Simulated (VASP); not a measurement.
Wanted: the native input for a VASP 6.6.1 run.

```
Task                   : single point
Functional             : PBE
Potentials or basis    : VASP PAW PBE potentials, release 64 (Ga_d, N)
Cutoff                 : 520 eV
k mesh                 : 12 × 12 × 6
Occupations            : gaussian, width 0.05 eV
Spin                   : no spin polarisation
Dipole correction      : no
Further INCAR settings : ALGO = Normal; EDIFF = 1e-06; NBANDS = 26
```

The structure of GaN lies in POSCAR:

```
GaN
1.0
    2.9489187316      0.0000000000      0.0000000000
   -1.4744593658      2.5538385353      0.0000000000
    0.0000000000      0.0000000000      6.2451750575
Ga N
2 2
Direct
    0.3333333333      0.6666666667      0.9991316875
    0.6666666667      0.3333333333      0.4991316875
    0.3333333333      0.6666666667      0.3758683125
    0.6666666667      0.3333333333      0.8758683125
```

This cell differs from its parent crystal: ratio of the length along z to the lengths across it x 1.3, volume and fractional coordinates fixed.

The input as run:

INCAR

```
  PREC = Accurate
  ENCUT = 520
  EDIFF = 1E-6
  ISMEAR = 0
  SIGMA = 0.05
  LREAL = F
  LASPH = T
  NELM = 60
  ALGO = Normal
  ISIF = 2
  LWAVE = F
  LCHARG = F
  GGA = PE
  NBANDS = 26
```

KPOINTS

```
Automatic mesh
0
Gamma
  12 12 6
```

Potentials or basis: VASP PAW PBE potentials, release 64 (Ga_d, N).

Launch:

```sh
$ cat potpaw_PBE.64/Ga_d/POTCAR potpaw_PBE.64/N/POTCAR > POTCAR
$ mpirun -np 1 vasp_std > vasp.out
```

Results of the run:

```
Pressure               : 15.6 GPa
Largest force          : 0.308 eV/Å
Band gap on the k mesh : zero (filled and empty bands touch)
```

Caveat: the stress differs along the axes, from -33 to 40 GPa; semilocal functionals underestimate gaps, and a narrow one can read as zero.

Run time: 2.6 min on 1 thread of AMD EPYC 7R13 (shared host), peak memory 0.19 GiB.
